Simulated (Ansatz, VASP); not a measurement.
One calculation of Pd, two programs

```
Pd
1.0
     0.00000    2.25879    2.25879
     2.25879    0.00000    2.25879
     2.25879    2.25879    0.00000
Pd
2
Direct
  0.87500 0.87500 0.87500
  0.12500 0.12500 0.12500
```

Change from the starting cell: volume scaled by 0.52, LAPW.

Alike in both runs: task single point; functional LDA; k mesh 13 × 13 × 13; occupations fermi-dirac, width 0.1 eV; no spin polarisation.

|  | VASP | Ansatz |
| --- | --- | --- |
| version | VASP 6.6.1 | Ansatz 0.2.0 |
| potentials or method | VASP PAW LDA potentials, release 64 (Pd), cutoff 520 eV | all-electron LAPW, scalar-relativistic |

```tsv
	VASP	Ansatz	Ansatz less VASP
pressure (GPa)	286.0	331.3	+45.25
```

LDA's correlation is that of Perdew and Zunger in VASP and of Perdew and Wang (1992) in Ansatz. The pressures are high and differ by over a tenth, so treat them with care. Ansatz ran all-electron here, and VASP with PAW potentials.

Noted on VASP's run: the cell as given lies far from equilibrium.
